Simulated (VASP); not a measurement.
Input of a VASP 6.6.1 run:

The input INCAR:

```
SYSTEM = Al3P2
PREC = Accurate
ENCUT = 520
EDIFF = 1E-6
ISMEAR = 0
SIGMA = 0.1
LREAL = .FALSE.
LASPH = .TRUE.
NELM = 60
ALGO = Normal
ISIF = 2
LWAVE = .FALSE.
LCHARG = .FALSE.
GGA = PE
NBANDS = 18
```

Contents of KPOINTS:

```
Automatic mesh
0
G
  8 8 10
  0 0 0
```

Contents of POSCAR:

```
Al3P2
1.0
    5.2251509151      0.0000000000      0.0000000000
    0.0000000000      5.2251509151      0.0000000000
    0.0000000000      0.0000000000      4.3472712047
Al P
3 2
Direct
    0.0000000000      0.5000000000      0.0000000000
    0.5000000000      0.0000000000      0.0000000000
    0.0000000000      0.0000000000      0.0000000000
    0.5000000000      0.5000000000      0.5000000000
    0.5000000000      0.5000000000      0.0000000000
```

Potentials or basis: VASP PAW PBE potentials, release 64 (Al, P).

The run is started by

```sh
$ cat potpaw_PBE.64/Al/POTCAR potpaw_PBE.64/P/POTCAR > POTCAR
$ mpirun -np 1 vasp_std > vasp.out
```

Q: Estimate the pressure.

A: -0.1 GPa.

Q: Predict the band gap on the k mesh.

A: Zero (an odd number of electrons rules out a gap without spin polarisation).

Stress tensor (GPa, compression positive):
```
-0.02  0.00  0.00
 0.00 -0.02  0.00
 0.00  0.00 -0.12
```
